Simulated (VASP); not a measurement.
K, 2 atoms in the cell. The structure is hexagonal, space group P6_3/mmc (No. 194). The conventional cell has a = 4.701 Å, b = 4.701 Å, c = 7.677 Å, α = 90.00°, β = 90.00°, γ = 120.00°. This isn't the form of K at room conditions, which is bcc.

```yaml
Program: VASP 6.6.1
Task: single point
Functional: r2SCAN
Potentials_or_basis: VASP PAW PBE potentials, release 64 (K_sv)
Cutoff: 520 eV
k_mesh: 9 × 9 × 5
Occupations: fermi-dirac, width 0.1 eV
Spin: no spin polarisation
Dipole_correction: no
Further_INCAR_settings: ALGO = Normal; EDIFF = 1e-06; NBANDS = 16
```

Potentials or basis: VASP PAW PBE potentials, release 64 (K_sv).

Launch:

```sh
$ cat potpaw_PBE.64/K_sv/POTCAR > POTCAR
$ cp INCAR.step1 INCAR
$ mpirun -np 1 vasp_std > vasp.out
$ cp INCAR.step2 INCAR
$ mpirun -np 1 vasp_std > vasp.out
```

Hardware: 1 thread of Oxide Virtual Turin-like Processor, on a shared host.

Estimate the wall time of this run.

Wall time 10 min on 1 thread of Oxide Virtual Turin-like Processor (shared host), peak memory 0.29 GiB. Counts: k points 36.
